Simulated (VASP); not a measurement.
# W3N4 (P4/mmm) in VASP: single point with PBE

Aim: the single point of W3N4 with PBE.

Everything below comes from runs of VASP 6.6.1. Logs are shortened: lines on timing, memory, paths and dates and some standing lists are left out, and cuts for length are marked.

## Step 1: The cell of the first run

Symmetry: P4/mmm, No. 123, tetragonal system. The conventional cell has a = 4.122 Å, b = 4.122 Å, c = 4.122 Å, α = 90.00°, β = 90.00°, γ = 90.00°. Within 2.7 Å of W (site symmetry mmm) lie 2 W at 2.06 Å and 4 N at 2.06 Å. W (site symmetry 4/mmm) has 4 W at 2.06 Å and 2 N at 2.06 Å within 2.7 Å. Within 2.7 Å of N (site symmetry 4/mmm) lie 2 W at 2.06 Å and 4 N at 2.06 Å. N (site symmetry mmm) has 2 W at 2.06 Å and 2 N at 2.06 Å within 2.7 Å. N (site symmetry 4/mmm) has 4 W at 2.06 Å within 2.7 Å.

## Step 2: Single point, PBE

INCAR

```
SYSTEM = W3N4
PREC     = Accurate       ! precision mode
ENCUT    = 520            ! plane-wave cutoff, eV
EDIFF    = 1E-6           ! SCF threshold, eV
ISMEAR   = 0              ! smearing method
SIGMA    = 0.1            ! smearing width, eV
LREAL    = .FALSE.        ! projectors in reciprocal space
LASPH    = .TRUE.         ! aspherical terms in the spheres
NELM     = 100            ! most SCF steps
ALGO     = Normal         ! electronic algorithm
ISIF     = 2              ! what is computed and relaxed
LWAVE    = .FALSE.        ! write WAVECAR
LCHARG   = .TRUE.         ! write CHGCAR
GGA      = PE             ! functional
LELF     = .TRUE.         ! ELF
LVHAR    = .TRUE.       
NBANDS   = 40             ! bands
```

KPOINTS

```
Automatic mesh
0
G
  10 10 10
  0 0 0
```

POSCAR

```
W3N4
1.0
    4.1220000000      0.0000000000      0.0000000000
    0.0000000000      4.1220000000      0.0000000000
    0.0000000000      0.0000000000      4.1220000000
W N
3 4
Direct
    0.5000000000      0.5000000000      0.0000000000
    0.0000000000      0.5000000000      0.5000000000
    0.5000000000      0.5000000000      0.5000000000
    0.5000000000      0.0000000000      0.5000000000
    0.5000000000      0.0000000000      0.0000000000
    0.0000000000      0.5000000000      0.0000000000
    0.0000000000      0.0000000000      0.5000000000
```

Potentials or basis: VASP PAW PBE potentials, release 64 (W_sv, N).

Started as:

```console
$ cat potpaw_PBE.64/W_sv/POTCAR potpaw_PBE.64/N/POTCAR > POTCAR
$ mpirun -np 1 vasp_std > vasp.out
```

OUTCAR:

```text
SYSTEM = W3N4
   PREC = Accurate
   ENCUT = 520
   EDIFF = 1E-6
   ISMEAR = 0
   LREAL = .FALSE.
   LASPH = .TRUE.
   NELM = 100
   ISIF = 2
   GGA = PE

 ion  position               nearest neighbor table
   1  0.500  0.500  0.000-   3 2.06   5 2.06   6 2.06   3 2.06   5 2.06   6 2.06   2 2.91   2 2.91
                             2 2.91   2 2.91
   2  0.000  0.500  0.500-   3 2.06   6 2.06   7 2.06   6 2.06   7 2.06   3 2.06   1 2.91   1 2.91
                             1 2.91   1 2.91
   3  0.500  0.500  0.500-   1 2.06   2 2.06   4 2.06   1 2.06   4 2.06   2 2.06
   4  0.500  0.000  0.500-   3 2.06   3 2.06
   5  0.500  0.000  0.000-   1 2.06   1 2.06
   6  0.000  0.500  0.000-   1 2.06   2 2.06   2 2.06   1 2.06
   7  0.000  0.000  0.500-   2 2.06   2 2.06

  LATTYP: Found a simple cubic cell.
 ALAT       =     4.1220000000

  Lattice vectors:

 A1 = (   4.1220000000,   0.0000000000,   0.0000000000)
 A2 = (   0.0000000000,   4.1220000000,   0.0000000000)
 A3 = (   0.0000000000,   0.0000000000,   4.1220000000)

Analysis of symmetry for initial positions (statically):
=====================================================================
 Subroutine PRICEL returns:
 Original cell was already a primitive cell.

 Routine SETGRP: Setting up the symmetry group for a
 simple cubic supercell.

 Subroutine GETGRP returns: Found 16 space group operations
 (whereof 16 operations were pure point group operations)
 out of a pool of 48 trial point group operations.

The static configuration has the point symmetry D_4h.

Analysis of symmetry for dynamics (positions and initial velocities):
=====================================================================
 Subroutine PRICEL returns:
 Original cell was already a primitive cell.

 Routine SETGRP: Setting up the symmetry group for a
 simple cubic supercell.

 Subroutine GETGRP returns: Found 16 space group operations
 (whereof 16 operations were pure point group operations)
 out of a pool of 48 trial point group operations.

The dynamic configuration has the point symmetry D_4h.

 Subroutine INISYM returns: Found 16 space group operations
 (whereof 16 operations are pure point group operations),
 and found     1 'primitive' translations

----------------------------------------------------------------------------------------

                                     Primitive cell

  volume of cell :      70.0364

  direct lattice vectors                    reciprocal lattice vectors
     4.122000000  0.000000000  0.000000000     0.242600679  0.000000000  0.000000000
     0.000000000  4.122000000  0.000000000     0.000000000  0.242600679  0.000000000
     0.000000000  0.000000000  4.122000000     0.000000000  0.000000000  0.242600679

  length of vectors
     4.122000000  4.122000000  4.122000000     0.242600679  0.242600679  0.242600679

  position of ions in fractional coordinates (direct lattice)
     0.500000000  0.500000000  0.000000000
     0.000000000  0.500000000  0.500000000
     0.500000000  0.500000000  0.500000000
     0.500000000  0.000000000  0.500000000
     0.500000000  0.000000000  0.000000000
     0.000000000  0.500000000  0.000000000
     0.000000000  0.000000000  0.500000000

  ion indices of the primitive-cell ions
   primitive index   ion index
                 1           1
                 2           2
                 3           3
                 4           4
                 5           5
                 6           6
                 7           7

----------------------------------------------------------------------------------------

 KPOINTS: Automatic mesh

Automatic generation of k-mesh.
 Grid dimensions read from file:
 generate k-points for:   10   10   10

 Generating k-lattice:

  Cartesian coordinates                     Fractional coordinates (reciprocal lattice)
     0.024260068  0.000000000  0.000000000     0.100000000  0.000000000  0.000000000
     0.000000000  0.024260068  0.000000000     0.000000000  0.100000000  0.000000000
     0.000000000  0.000000000  0.024260068     0.000000000  0.000000000  0.100000000

  Length of vectors
     0.024260068  0.024260068  0.024260068

  Shift w.r.t. Gamma in fractional coordinates (k-lattice)
     0.000000000  0.000000000  0.000000000

 Subroutine IBZKPT returns following result:
 ===========================================

 Found    126 irreducible k-points:

 Following reciprocal coordinates:
            Coordinates               Weight
  0.000000  0.000000  0.000000      1.000000
  0.100000  0.000000  0.000000      4.000000
  0.000000  0.100000  0.000000      2.000000
  0.200000  0.000000  0.000000      4.000000
  0.000000  0.200000  0.000000      2.000000
  0.300000  0.000000  0.000000      4.000000
[... 16 lines left out ...]
  0.500000  0.100000  0.000000      4.000000
  0.000000  0.500000  0.100000      4.000000
 [... further k-points ...]
   k-points           NKPTS =    126   k-points in BZ     NKDIM =    126   number of bands    NBANDS=     40
   number of dos      NEDOS =    301   number of ions     NIONS =      7
   total plane-waves  NPLWV =  32768
   dimension x,y,z NGX =    32 NGY =   32 NGZ =   32
   dimension x,y,z NGXF=    64 NGYF=   64 NGZF=   64
   ions per type =               3   4
   NGX,Y,Z   is equivalent  to a cutoff of  12.91, 12.91, 12.91 a.u.
   NGXF,Y,Z  is equivalent  to a cutoff of  25.81, 25.81, 25.81 a.u.
 SYSTEM =  W3N4
   PREC   = accura    normal or accurate (medium, high low for compatibility)
   ISTART =      0    job   : 0-new  1-cont  2-samecut
   ICHARG =      2    charge: 1-file 2-atom 10-const
   ISPIN  =      1    spin polarized calculation?
   LNONCOLLINEAR =      F non collinear calculations
   LSORBIT =      F    spin-orbit coupling
   LASPH  =      T    aspherical Exc in radial PAW
   ENCUT  =  520.0 eV  38.22 Ry    6.18 a.u.   7.66  7.66  7.66*2*pi/ulx,y,z
   NELM   =    100;   NELMIN=  2; NELMDL= -5     # of ELM steps
   EDIFF  = 0.1E-05   stopping-criterion for ELM
   LREAL  =      F    real-space projection
   EDIFFG = 0.1E-04   stopping-criterion for IOM
   NSW    =      0    number of steps for IOM
   IBRION =     -1    ionic relax: 0-MD 1-quasi-New 2-CG
   NFREE  =      0    steps in history (QN), initial steepest desc. (CG)
   ISIF   =      2    stress and relaxation
   ISYM   =      2    0-nonsym 1-usesym 2-fastsym
   POTIM  = 0.5000    time-step for ionic-motion
   TEBEG  =    0.0;   TEEND  =   0.0 temperature during run
   PSTRESS=    0.0 pullay stress
   NELECT =      62.0000    total number of electrons
   NUPDOWN=      -1.0000    fix difference up-down
   EMIN   =  10.00;   EMAX   =-10.00  energy-range for DOS
   EFERMI =   0.00;   METHOD = LEGACY
   ISMEAR =     0;   SIGMA  =   0.10  broadening in eV -4-tet -1-fermi 0-gaus
   EFERMI_NEDOS =   21; number of points for ismear=-14 and -15
   IALGO  =     38    algorithm
   IMIX   =      4    mixing-type and parameters
     AMIX     =   0.40;   BMIX     =  1.00
     AMIX_MAG =   1.60;   BMIX_MAG =  1.00
  volume/ion in A,a.u.               =      10.01        67.52
  Fermi-wavevector in a.u.,A,eV,Ry     =   1.571921  2.970500 33.619124  2.470936
  Thomas-Fermi vector in A             =   2.673433
   LORBIT       =      0    0 simple, 1 ext, 2 COOP (PROOUT), +10 PAW based schemes
   GGA     = PE    functional components
   LHFCALC =     F    Hartree Fock is set to
   AEXX    =    0.0000 exact exchange contribution
   IVDW    =     0    specifies the selected vdW correction
   LEPSILON=     F    determine dielectric tensor
   LRPA    =     F    only Hartree local field effects (RPA)
 non-spin polarized calculation
 Gauss-broadening in eV      SIGMA  =   0.10
  energy-cutoff  :      520.00
  volume of cell :       70.04
 maximum number of plane-waves:      1924
 NGX is ok and might be reduce to    32
   NGX = 15   NGY = 15   NGZ = 15

 number of electron      62.0000009 magnetization

 Free energy of the ion-electron system (eV)
  ---------------------------------------------------
  ext. energy  EPLUGINS =         0.00000000
  ---------------------------------------------------
  free energy    TOTEN  =       -51.03665321 eV

  energy without entropy =      -51.01932483  energy(sigma->0) =      -51.02798902

 E-fermi :   9.6794     XC(G=0): -13.2537

 val. band max:        9.6728071572   @ k =   0.4000   0.0000   0.5000
 cond. band min:       9.6823892391   @ k =   0.4000   0.1000   0.5000
 fundamental gap:      0.0095820820
 Fermi energy:         9.6793507560

 k-point     1 :       0.0000    0.0000    0.0000
  band No.  band energies     occupation
      1     -65.3314      2.00000
      2     -64.5935      2.00000
      3     -63.4308      2.00000
      4     -33.2058      2.00000
      5     -33.2058      2.00000
      6     -29.4184      2.00000
[... 32 lines left out ...]
     39      15.2811      0.00000
     40      17.5484      0.00000

 k-point     2 :       0.1000    0.0000    0.0000
  band No.  band energies     occupation
      1     -65.3109      2.00000
      2     -64.5955      2.00000
      3     -63.4539      2.00000
      4     -33.2012      2.00000
      5     -33.0546      2.00000
      6     -29.3988      2.00000
[... 32 lines left out ...]
     39      15.4521      0.00000
     40      16.7092      0.00000

 k-point     3 :       0.0000    0.1000    0.0000
  band No.  band energies     occupation
      1     -65.3314      2.00000
      2     -64.5935      2.00000
      3     -63.4309      2.00000
      4     -33.2057      2.00000
      5     -33.2057      2.00000
      6     -29.4217      2.00000
[... 853 lines left out ...]
  band No.  band energies     occupation
      1     -65.0718      2.00000
      2     -64.6330      2.00000
      3     -63.6971      2.00000
      4     -33.1561      2.00000
      5     -29.9383      2.00000
      6     -29.9245      2.00000
[... 32 lines left out ...]
     39      13.9865      0.00000
     40      14.7018      0.00000

 k-point    24 :       0.0000    0.5000    0.1000
  band No.  band energies     occupation
      1     -65.3105      2.00000
      2     -64.5953      2.00000
      3     -63.4537      2.00000
      4     -33.1994      2.00000
      5     -33.0528      2.00000
      6     -29.4336      2.00000
[... 32 lines left out ...]
     39      16.9639      0.00000
     40      17.6871      0.00000

 [... further k-points ...]

------------------------ aborting loop because EDIFF is reached ----------------------------------------

  FORCE on cell =-STRESS in cart. coord.  units (eV):
  Direction    XX          YY          ZZ          XY          YZ          ZX
  --------------------------------------------------------------------------------------
  -------------------------------------------------------------------------------------
  Total       74.8002769      2.4370320     74.8002769     -0.0000000      0.0000000      0.0000000
  in kB     1711.1568713     55.7503836   1711.1568713     -0.0000000      0.0000000      0.0000000
  external PRESSURE =    1159.3547087 kB  Pullay stress =       0.0000000 kB

 VOLUME and BASIS-vectors are now :
 -----------------------------------------------------------------------------
  energy-cutoff  :      520.00
  volume of cell :       70.04
      direct lattice vectors                 reciprocal lattice vectors
     4.122000000  0.000000000  0.000000000     0.242600679  0.000000000  0.000000000
     0.000000000  4.122000000  0.000000000     0.000000000  0.242600679  0.000000000
     0.000000000  0.000000000  4.122000000     0.000000000  0.000000000  0.242600679

 POSITION                                       TOTAL-FORCE (eV/Angst)
 -----------------------------------------------------------------------------------
      2.06100      2.06100      0.00000         0.000000      0.000000      0.000000
      0.00000      2.06100      2.06100         0.000000      0.000000      0.000000
      2.06100      2.06100      2.06100         0.000000      0.000000      0.000000
      2.06100      0.00000      2.06100         0.000000      0.000000      0.000000
      2.06100      0.00000      0.00000         0.000000      0.000000      0.000000
      0.00000      2.06100      0.00000         0.000000      0.000000      0.000000
      0.00000      0.00000      2.06100         0.000000      0.000000      0.000000
 -----------------------------------------------------------------------------------
    total drift:                                0.000000     -0.000000     -0.000000

  FREE ENERGIE OF THE ION-ELECTRON SYSTEM (eV)
  ---------------------------------------------------
  free  energy   TOTEN  =       -51.0366532068 eV

  energy  without entropy=      -51.0193248347  energy(sigma->0) =      -51.02798902
```

It took 6.5 min on 1 thread of Intel Xeon 8259CL, shared host; peak memory 0.37 GiB.

What came out:

```
Free energy            : -51.0367 eV
Pressure               : 115.9 GPa
Band gap on the k mesh : zero (bands 31 and 32 overlap by 0.70 eV)
```

Caveat: atoms lie so close that the PAW spheres overlap strongly, which falsifies energies and pressures; the stress differs along the axes, from 6 to 171 GPa; spin-orbit coupling is left out, which moves the levels of the heavy elements.
